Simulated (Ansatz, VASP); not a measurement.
Two plane-wave programs on CdF2

INCAR

```
  ALGO = Normal
  EDIFF = 1E-6
  ENCUT = 520
  GGA = PE
  ISIF = 2
  ISMEAR = 0
  LASPH = T
  LCHARG = T
  LELF = T
  LREAL = F
  LVHAR = T
  LWAVE = F
  NBANDS = 20
  NELM = 60
  PREC = Accurate
  SIGMA = 0.05
```

File KPOINTS:

```
k-points
0
Gamma
  8 8 8
```

POSCAR

```
CdF2
1.0
    0.0000000000      2.6940000000      2.7748200000
    2.6940000000      0.0000000000      2.7748200000
    2.6940000000      2.6940000000      0.0000000000
Cd F
1 2
Direct
    0.0000000000      0.0000000000      0.0000000000
    0.2500000000      0.2500000000      0.2500000000
    0.7500000000      0.7500000000      0.7500000000
```

Input for Ansatz:

```yaml
crystal:
  lattice:
    - [0.0, 2.694, 2.77482]
    - [2.694, 0.0, 2.77482]
    - [2.694, 2.694, 0.0]
  atoms:
    - { symbol: Cd, position: [0.0, 0.0, 0.0] }
    - { symbol: F, position: [0.25, 0.25, 0.25] }
    - { symbol: F, position: [0.75, 0.75, 0.75] }
basis:
  ecutwfc: 420
kpoints:
  mp_grid: { grid: [8, 8, 8] }
hamiltonian:
  xc: pbe
scf:
  occupations: { method: gaussian, width: 0.05 }
output:
  forces: true
  stress: true
  eigenvalues: true
```

Change from the starting cell: strain +0.000 along x and y, +0.030 along z, atoms carried along.

Alike in both runs: task single point; functional PBE; k mesh 8 × 8 × 8; occupations gaussian, width 0.05 eV; no spin polarisation.

|  | VASP | Ansatz |
| --- | --- | --- |
| version | VASP 6.6.1 | Ansatz 0.2.0 |
| potentials or method | VASP PAW PBE potentials, release 64 (Cd, F), cutoff 520 eV | scalar-relativistic, plane waves, PAW |
| valence electrons in the cell | 26 | 34 |

```csv
,VASP,Ansatz,Ansatz less VASP
gap on the k mesh at the Fermi level (eV),2.93,2.96,+0.031
least direct gap on the mesh (eV),3.44,3.47,+0.030
pressure (GPa),2.8,2.2,-0.62
"traceless stress, the component that is largest in VASP (GPa)",-2.07,-2.11,-0.033
```

The functional is the same, so the differences come from potentials, cutoffs and numerics. VASP's potentials hold 26 valence electrons a cell and Ansatz's 34, so a difference there can come from the potentials and not from the codes.
